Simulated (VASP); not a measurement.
Runs of VASP 6.6.1 on Ta4C3. The structure is that of space group Pm-3m (No. 221), or close to it. The cells are those of the table. 

```csv
cell,gap on the mesh (eV),pressure (GPa)
"a = 4.355 Å, 7 atoms",none,11.7
"a = 4.415 Å, 7 atoms",none,(a)
"a = 4.385 Å, 7 atoms",none,4.5
"a = 4.475 Å, 7 atoms",none,-13.2
"a = 4.504 Å, 7 atoms",none,-17.9
"a = 4.445 Å, 7 atoms",none,(b)
"a = 4.532 Å, 7 atoms",none,-22.2
```

Alike in all rows: task single point; level PBEsol; potentials or basis VASP PAW PBE potentials, release 64 (Ta_pv, C); no spin polarisation; k mesh 6 × 6 × 6; cutoff (eV) 520; smearing fermi-dirac 0.05 eV.

Estimate the missing entries.

(a) -2.0; (b) -7.9.

Caveats: the PAW data sets were made with another functional, which shifts forces and pressure a little; spin-orbit coupling is left out, which moves the levels of the heavy elements.

A k mesh can miss the band edges, and the runs leave out spin-orbit coupling on Ta.

A gap of «none» marks levels without a gap at the run's occupations.
